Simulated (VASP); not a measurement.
# GaP (F-43m) in VASP: a series of runs, part 2 of 3

VASP 6.6.1. Earlier steps stand in the parts before.

**3. Electric field gradients, LDA (volume scaled by 0.98)**

The input, INCAR:

```
PREC     = Accurate       # precision mode
ENCUT    = 520            # plane-wave cutoff, eV
EDIFF    = 1E-8           # SCF threshold, eV
ISMEAR   = -1             # smearing method
SIGMA    = 0.05           # smearing width, eV
LREAL    = False          # projectors in reciprocal space
LASPH    = True           # aspherical terms in the spheres
NELM     = 80             # most SCF steps
ALGO     = Normal         # electronic algorithm
ISIF     = 2              # what is computed and relaxed
LWAVE    = False          # write WAVECAR
LCHARG   = False          # write CHGCAR
GGA      = CA             # functional
LEFG     = True         
NBANDS   = 16             # bands
```

The input, KPOINTS:

```
regular mesh
0
Gamma
  10 10 10
```

The input, POSCAR:

```
GaP
1.0
    0.0000000000      2.7069591804      2.7069591804
    2.7069591804      0.0000000000      2.7069591804
    2.7069591804      2.7069591804      0.0000000000
Ga P
1 1
Direct
    0.0000000000      0.0000000000      0.0000000000
    0.7500000000      0.7500000000      0.7500000000
```

Potentials or basis: VASP PAW LDA potentials, release 64 (Ga_d, P).

Run with:

```sh
> cat potpaw_LDA.64/Ga_d/POTCAR potpaw_LDA.64/P/POTCAR > POTCAR
> mpirun -np 1 vasp_std > vasp.out
```

OUTCAR:

```text
PREC = Accurate
   ENCUT = 520
   EDIFF = 1E-8
   ISMEAR = -1
   LREAL = False
   LASPH = True
   NELM = 80
   ISIF = 2
   GGA = CA

 ion  position               nearest neighbor table
   1  0.000  0.000  0.000-   2 2.34   2 2.34   2 2.34   2 2.34
   2  0.750  0.750  0.750-   1 2.34   1 2.34   1 2.34   1 2.34

  LATTYP: Found a face centered cubic cell.
 ALAT       =     5.4139183608

  Lattice vectors:

 A1 = (   0.0000000000,   2.7069591804,   2.7069591804)
 A2 = (   2.7069591804,   0.0000000000,   2.7069591804)
 A3 = (   2.7069591804,   2.7069591804,   0.0000000000)

Analysis of symmetry for initial positions (statically):
=====================================================================
 Subroutine PRICEL returns:
 Original cell was already a primitive cell.

 Routine SETGRP: Setting up the symmetry group for a
 face centered cubic supercell.

 Subroutine GETGRP returns: Found 24 space group operations
 (whereof 24 operations were pure point group operations)
 out of a pool of 48 trial point group operations.

The static configuration has the point symmetry T_d .

Analysis of symmetry for dynamics (positions and initial velocities):
=====================================================================
 Subroutine PRICEL returns:
 Original cell was already a primitive cell.

 Routine SETGRP: Setting up the symmetry group for a
 face centered cubic supercell.

 Subroutine GETGRP returns: Found 24 space group operations
 (whereof 24 operations were pure point group operations)
 out of a pool of 48 trial point group operations.

The dynamic configuration has the point symmetry T_d .

 Subroutine INISYM returns: Found 24 space group operations
 (whereof 24 operations are pure point group operations),
 and found     1 'primitive' translations

----------------------------------------------------------------------------------------

                                     Primitive cell

  volume of cell :      39.6712

  direct lattice vectors                    reciprocal lattice vectors
     0.000000000  2.706959180  2.706959180    -0.184709102  0.184709102  0.184709102
     2.706959180  0.000000000  2.706959180     0.184709102 -0.184709102  0.184709102
     2.706959180  2.706959180  0.000000000     0.184709102  0.184709102 -0.184709102

  length of vectors
     3.828218386  3.828218386  3.828218386     0.319925550  0.319925550  0.319925550

  position of ions in fractional coordinates (direct lattice)
     0.000000000  0.000000000  0.000000000
     0.750000000  0.750000000  0.750000000

  ion indices of the primitive-cell ions
   primitive index   ion index
                 1           1
                 2           2

----------------------------------------------------------------------------------------

 KPOINTS: regular mesh

Automatic generation of k-mesh.
 Grid dimensions read from file:
[... 71 lines left out ...]
   ISIF   =      2    stress and relaxation
   ISYM   =      2    0-nonsym 1-usesym 2-fastsym
   POTIM  = 0.5000    time-step for ionic-motion
   TEBEG  =    0.0;   TEEND  =   0.0 temperature during run
   PSTRESS=    0.0 pullay stress
   NELECT =      18.0000    total number of electrons
   NUPDOWN=      -1.0000    fix difference up-down
   EMIN   =  10.00;   EMAX   =-10.00  energy-range for DOS
   EFERMI =   0.00;   METHOD = LEGACY
   ISMEAR =    -1;   SIGMA  =   0.05  broadening in eV -4-tet -1-fermi 0-gaus
   EFERMI_NEDOS =   21; number of points for ismear=-14 and -15
   IALGO  =     38    algorithm
   IMIX   =      4    mixing-type and parameters
     AMIX     =   0.40;   BMIX     =  1.00
     AMIX_MAG =   1.60;   BMIX_MAG =  1.00
  volume/ion in A,a.u.               =      19.84       133.86
  Fermi-wavevector in a.u.,A,eV,Ry     =   1.257981  2.377239 21.531428  1.582515
  Thomas-Fermi vector in A             =   2.391613
   LORBIT       =      0    0 simple, 1 ext, 2 COOP (PROOUT), +10 PAW based schemes
   GGA     = CA    functional components
   LHFCALC =     F    Hartree Fock is set to
   AEXX    =    0.0000 exact exchange contribution
   IVDW    =     0    specifies the selected vdW correction
   LEPSILON=     F    determine dielectric tensor
   LRPA    =     F    only Hartree local field effects (RPA)
 non-spin polarized calculation
  energy-cutoff  :      520.00
  volume of cell :       39.67
 maximum number of plane-waves:      1090
   NGX = 15   NGY = 15   NGZ = 15

 number of electron      18.0000008 magnetization

 Free energy of the ion-electron system (eV)
  ---------------------------------------------------
  ext. energy  EPLUGINS =         0.00000000
  ---------------------------------------------------
  free energy    TOTEN  =       -10.45177657 eV

  energy without entropy =      -10.45177656  energy(sigma->0) =      -10.45177657

 E-fermi :   5.4079     XC(G=0): -10.2547

 val. band max:        4.7141624939   @ k =   0.0000   0.0000   0.0000
 cond. band min:       6.1363071850   @ k =   0.4000   0.4000   0.0000
 fundamental gap:      1.4221446911
 Fermi energy:         5.4078703222

 k-point     1 :       0.0000    0.0000    0.0000
  band No.  band energies     occupation
      1     -10.0259      2.00000
      2     -10.0259      2.00000
      3     -10.0259      2.00000
      4      -9.9215      2.00000
      5      -9.9215      2.00000
      6      -7.9486      2.00000
[... 433 lines left out ...]
      3      -9.9735      2.00000
      4      -9.9481      2.00000
      5      -9.9042      2.00000
      6      -5.9043      2.00000
[... 8 lines left out ...]
     15      16.5616      0.00000
     16      18.4580      0.00000

 [... further k-points ...]

------------------------ aborting loop because EDIFF is reached ----------------------------------------

  FORCE on cell =-STRESS in cart. coord.  units (eV):
  Direction    XX          YY          ZZ          XY          YZ          ZX
  --------------------------------------------------------------------------------------
  -------------------------------------------------------------------------------------
  Total       -0.2453861     -0.2453861     -0.2453861      0.0000000      0.0000000     -0.0000000
  in kB       -9.9102671     -9.9102671     -9.9102671      0.0000000      0.0000000     -0.0000000
  external PRESSURE =      -9.9102671 kB  Pullay stress =       0.0000000 kB

 VOLUME and BASIS-vectors are now :
 -----------------------------------------------------------------------------
  energy-cutoff  :      520.00
  volume of cell :       39.67
      direct lattice vectors                 reciprocal lattice vectors
     0.000000000  2.706959180  2.706959180    -0.184709102  0.184709102  0.184709102
     2.706959180  0.000000000  2.706959180     0.184709102 -0.184709102  0.184709102
     2.706959180  2.706959180  0.000000000     0.184709102  0.184709102 -0.184709102

 POSITION                                       TOTAL-FORCE (eV/Angst)
 -----------------------------------------------------------------------------------
      0.00000      0.00000      0.00000         0.000000      0.000000      0.000000
      4.06044      4.06044      4.06044        -0.000000     -0.000000     -0.000000
 -----------------------------------------------------------------------------------
    total drift:                               -0.000000     -0.000000     -0.000000

  FREE ENERGIE OF THE ION-ELECTRON SYSTEM (eV)
  ---------------------------------------------------
  free  energy   TOTEN  =       -10.4517765712 eV

  energy  without entropy=      -10.4517765591  energy(sigma->0) =      -10.45177657

 Electric field gradients (V/A^2)
---------------------------------------------------------------------
 ion       V_xx      V_yy      V_zz      V_xy      V_xz      V_yz
---------------------------------------------------------------------
   1       0.000    -0.000     0.000     0.001     0.001     0.001
   2      -0.000    -0.000     0.000     0.000     0.000     0.000
---------------------------------------------------------------------

 Electric field gradients after diagonalization (V/A^2)
 (convention: |V_zz| > |V_xx| > |V_yy|)
----------------------------------------------------------------------
 ion       V_xx      V_yy      V_zz     asymmetry (V_yy - V_xx)/ V_zz
----------------------------------------------------------------------
   1      -0.001    -0.001     0.002       0.000
   2      -0.000    -0.000     0.000       0.000
----------------------------------------------------------------------

           NMR quadrupolar parameters

 Cq : quadrupolar parameter    Cq=e*Q*V_zz/h
 eta: asymmetry parameters     (V_yy - V_xx)/ V_zz
 Q  : nuclear electric quadrupole moment in mb (millibarn)
----------------------------------------------------------------------
 ion       Cq(MHz)       eta       Q (mb)
----------------------------------------------------------------------
   1       0.000       0.000       1.000
   2       0.000       0.000       1.000
----------------------------------------------------------------------
```

Run time: 25 s. Hardware: 1 thread of AMD EPYC 7R43 (Zen 3), shared host; peak memory 0.12 GiB.

Results:

```
Free energy            : -10.4518 eV
Pressure               : -1.0 GPa
Band gap on the k mesh : 1.42 eV, indirect (least direct gap 1.81 eV)
```

Levels at points of the mesh, in eV from the valence-band top:
```csv
k point,band 7,band 8,band 9,band 10,band 11,band 12
"(0.00, 0.00, 0.00)",0.00,0.00,0.00,1.81,3.79,3.79
"(0.50, 0.00, 0.00)",-6.82,-1.16,-1.16,1.58,4.63,4.63
"(0.50, 0.50, 0.00)",-6.93,-2.78,-2.78,1.46,1.66,10.61
```

Caveat: without QUAD_EFG the Cq values of the log hold for a quadrupole moment of 1 mb, not for the nuclei.

**4. Electric field gradients, LDA (volume scaled by 0.99)**

Edit INCAR of step 3 so:

```diff
@@ -7,3 +7,3 @@
 LASPH    = True           # aspherical terms in the spheres
-NELM     = 80             # most SCF steps
+NELM     = 100            # most SCF steps
 ALGO     = Normal         # electronic algorithm
@@ -12,3 +12,2 @@
 LCHARG   = False          # write CHGCAR
-GGA      = CA             # functional
 LEFG     = True
```

The input, KPOINTS:

```
Automatic mesh
0
Gamma
  10 10 10
```

The input, POSCAR:

```
GaP
1.0
    0.0000000000      2.7161353834      2.7161353834
    2.7161353834      0.0000000000      2.7161353834
    2.7161353834      2.7161353834      0.0000000000
Ga P
1 1
Direct
    0.0000000000      0.0000000000      0.0000000000
    0.7500000000      0.7500000000      0.7500000000
```

Potentials or basis: VASP PAW LDA potentials, release 64 (Ga_d, P).

Run with:

```sh
> cat potpaw_LDA.64/Ga_d/POTCAR potpaw_LDA.64/P/POTCAR > POTCAR
> mpirun -np 1 vasp_std > vasp.out
```

OUTCAR:

```text
PREC = Accurate
   ENCUT = 520
   EDIFF = 1E-8
   ISMEAR = -1
   LREAL = False
   LASPH = True
   NELM = 100
   ISIF = 2

 ion  position               nearest neighbor table
   1  0.000  0.000  0.000-   2 2.35   2 2.35   2 2.35   2 2.35
   2  0.750  0.750  0.750-   1 2.35   1 2.35   1 2.35   1 2.35

  LATTYP: Found a face centered cubic cell.
 ALAT       =     5.4322707668

  Lattice vectors:

 A1 = (   0.0000000000,   2.7161353834,   2.7161353834)
 A2 = (   2.7161353834,   0.0000000000,   2.7161353834)
 A3 = (   2.7161353834,   2.7161353834,   0.0000000000)

Analysis of symmetry for initial positions (statically):
=====================================================================
 Subroutine PRICEL returns:
 Original cell was already a primitive cell.

 Routine SETGRP: Setting up the symmetry group for a
 face centered cubic supercell.

 Subroutine GETGRP returns: Found 24 space group operations
 (whereof 24 operations were pure point group operations)
 out of a pool of 48 trial point group operations.

The static configuration has the point symmetry T_d .

Analysis of symmetry for dynamics (positions and initial velocities):
=====================================================================
 Subroutine PRICEL returns:
 Original cell was already a primitive cell.

 Routine SETGRP: Setting up the symmetry group for a
 face centered cubic supercell.

 Subroutine GETGRP returns: Found 24 space group operations
 (whereof 24 operations were pure point group operations)
 out of a pool of 48 trial point group operations.

[... 158 lines left out ...]
      2     -10.1134      2.00000
      3     -10.1134      2.00000
      4     -10.0122      2.00000
      5     -10.0122      2.00000
      6      -7.9772      2.00000
[... 433 lines left out ...]
      3     -10.0627      2.00000
      4     -10.0377      2.00000
      5      -9.9955      2.00000
      6      -5.9601      2.00000
[... 8 lines left out ...]
     15      16.4282      0.00000
     16      18.2732      0.00000

 [... further k-points ...]

------------------------ aborting loop because EDIFF is reached ----------------------------------------

  FORCE on cell =-STRESS in cart. coord.  units (eV):
  Direction    XX          YY          ZZ          XY          YZ          ZX
  --------------------------------------------------------------------------------------
  -------------------------------------------------------------------------------------
  Total       -0.4605169     -0.4605169     -0.4605169      0.0000000      0.0000000      0.0000000
  in kB      -18.4107677    -18.4107677    -18.4107677      0.0000000      0.0000000      0.0000000
  external PRESSURE =     -18.4107677 kB  Pullay stress =       0.0000000 kB

 VOLUME and BASIS-vectors are now :
 -----------------------------------------------------------------------------
  energy-cutoff  :      520.00
  volume of cell :       40.08
      direct lattice vectors                 reciprocal lattice vectors
     0.000000000  2.716135383  2.716135383    -0.184085080  0.184085080  0.184085080
     2.716135383  0.000000000  2.716135383     0.184085080 -0.184085080  0.184085080
     2.716135383  2.716135383  0.000000000     0.184085080  0.184085080 -0.184085080

 POSITION                                       TOTAL-FORCE (eV/Angst)
 -----------------------------------------------------------------------------------
      0.00000      0.00000      0.00000         0.000000      0.000000      0.000000
      4.07420      4.07420      4.07420        -0.000000     -0.000000     -0.000000
 -----------------------------------------------------------------------------------
    total drift:                               -0.000000     -0.000000      0.000000

  FREE ENERGIE OF THE ION-ELECTRON SYSTEM (eV)
  ---------------------------------------------------
  free  energy   TOTEN  =       -10.4482075443 eV

  energy  without entropy=      -10.4482075337  energy(sigma->0) =      -10.44820754

 Electric field gradients (V/A^2)
---------------------------------------------------------------------
 ion       V_xx      V_yy      V_zz      V_xy      V_xz      V_yz
---------------------------------------------------------------------
   1      -0.000     0.000    -0.000    -0.001    -0.001    -0.001
   2      -0.000     0.000    -0.000    -0.000    -0.000    -0.000
---------------------------------------------------------------------

 Electric field gradients after diagonalization (V/A^2)
 (convention: |V_zz| > |V_xx| > |V_yy|)
----------------------------------------------------------------------
 ion       V_xx      V_yy      V_zz     asymmetry (V_yy - V_xx)/ V_zz
----------------------------------------------------------------------
   1       0.001     0.001    -0.001       0.000
   2       0.000     0.000    -0.000       0.000
----------------------------------------------------------------------

           NMR quadrupolar parameters

 Cq : quadrupolar parameter    Cq=e*Q*V_zz/h
 eta: asymmetry parameters     (V_yy - V_xx)/ V_zz
 Q  : nuclear electric quadrupole moment in mb (millibarn)
----------------------------------------------------------------------
 ion       Cq(MHz)       eta       Q (mb)
----------------------------------------------------------------------
   1      -0.000       0.000       1.000
   2      -0.000       0.000       1.000
----------------------------------------------------------------------
```

It took 28 s on 1 thread of AMD EPYC 7R43 (Zen 3), shared host; peak memory 0.12 GiB.

Results:

| Property | Result |
| --- | --- |
| Free energy | -10.4482 eV |
| Pressure | -1.8 GPa |
| Band gap on the k mesh | 1.44 eV, indirect (least direct gap 1.72 eV) |

Caveat: without QUAD_EFG the Cq values of the log hold for a quadrupole moment of 1 mb, not for the nuclei.

(Part 2 of 3 ends here.)
